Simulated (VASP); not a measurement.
The system is SrO.

```xyz
2
Lattice="0.0000 2.7285 2.5799 2.7285 0.0000 2.5799 2.7285 2.7285 0.0000" Properties=species:S:1:pos:R:3 pbc="T T T"
Sr    0.0000    0.0000    0.0000
O     2.7285    2.7285    2.5799
```

This cell differs from its parent crystal: biaxial xy strain +5.8%.

Base run:

```yaml
Program: VASP 6.6.1
Functional: PBE
Potentials_or_basis: VASP PAW PBE potentials, release 64 (Sr_sv, O)
Cutoff: 520 eV
k_mesh: 8 × 8 × 8
Occupations: fermi-dirac, width 0.02 eV
Spin: no spin polarisation
```

Its results: band gap on the k mesh 3.03 eV, direct; pressure -5.5 GPa.

**Question.** The run is repeated on the same cell with these changes: functional from PBE to r2SCAN; occupations from fermi-dirac, width 0.02 eV to gaussian, width 0.01 eV. What comes out?

**Answer.** Band gap on the k mesh 3.54 eV, indirect (least direct gap 3.66 eV); pressure -7.4 GPa.

Caveats: the PAW data sets were made with another functional, which shifts forces and pressure a little (some runs).

A k mesh can miss the band edges.
